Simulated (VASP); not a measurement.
Write the native input for VASP 6.6.1 that does the following.

* Task: single point
* Functional: r2SCAN
* Potentials or basis: VASP PAW PBE potentials, release 64 (Se)
* Cutoff: 550 eV
* k mesh: 6 × 6 × 6
* Occupations: gaussian, width 0.1 eV
* Spin: no spin polarisation
* Dipole correction: no
* Further INCAR settings: ALGO = Normal; EDIFF = 1e-06; NBANDS = 13

The system is Se.

```
Se
1.0
     0.00000    3.12557    3.12557
     3.12557    0.00000    3.12557
     3.12557    3.12557    0.00000
Se
2
Cartesian
  3.1256 3.1256 3.1256
  4.6883 4.6883 4.6883
```

This isn't the form of Se at room conditions, which is trigonal, of chains.

One way to write it, as run:

POSCAR

```
Se
1.0
    0.0000000000      3.1255665700      3.1255665700
    3.1255665700      0.0000000000      3.1255665700
    3.1255665700      3.1255665700      0.0000000000
Se
2
Direct
    0.5000000000      0.5000000000      0.5000000000
    0.7500000000      0.7500000000      0.7500000000
```

INCAR.step1

```
PREC     = Accurate       # precision mode
ENCUT    = 550            # plane-wave cutoff, eV
ISMEAR   = 0              # smearing method
SIGMA    = 0.1            # smearing width, eV
LREAL    = False          # projectors in reciprocal space
LASPH    = True           # aspherical terms in the spheres
NELM     = 120            # most SCF steps
NBANDS   = 13             # bands
GGA      = PE             # functional
ALGO     = Normal         # electronic algorithm
EDIFF    = 1E-5           # SCF threshold, eV
LWAVE    = True           # write WAVECAR
LCHARG   = False          # write CHGCAR
GGA_COMPAT= False
```

INCAR.step2

```
PREC     = Accurate       # precision mode
ENCUT    = 550            # plane-wave cutoff, eV
EDIFF    = 1E-6           # SCF threshold, eV
ISMEAR   = 0              # smearing method
SIGMA    = 0.1            # smearing width, eV
LREAL    = False          # projectors in reciprocal space
LASPH    = True           # aspherical terms in the spheres
NELM     = 120            # most SCF steps
ALGO     = Normal         # electronic algorithm
ISIF     = 2              # what is computed and relaxed
LWAVE    = False          # write WAVECAR
LCHARG   = False          # write CHGCAR
METAGGA  = R2SCAN         # meta-GGA
LMIXTAU  = True         
NBANDS   = 13             # bands
ISTART   = 1            
GGA_COMPAT= False
```

KPOINTS

```
Automatic mesh
0
Gamma
  6 6 6
```

Potentials or basis: VASP PAW PBE potentials, release 64 (Se).

The run is started by

```sh
$ cat potpaw_PBE.64/Se/POTCAR > POTCAR
$ cp INCAR.step1 INCAR
$ mpirun -np 1 vasp_std > vasp.out
$ cp INCAR.step2 INCAR
$ mpirun -np 1 vasp_std > vasp.out
```

Results of the run:

```
Pressure               : 0.7 GPa
Band gap on the k mesh : zero (bands 6 and 7 overlap by 1.16 eV)
```

Caveat: the PAW data sets were made with another functional, which shifts forces and pressure a little.

It took 38 s on 1 thread of AMD EPYC 9R45 96-Core Processor (Zen 5), with other jobs on the host, peak memory 0.18 GiB.
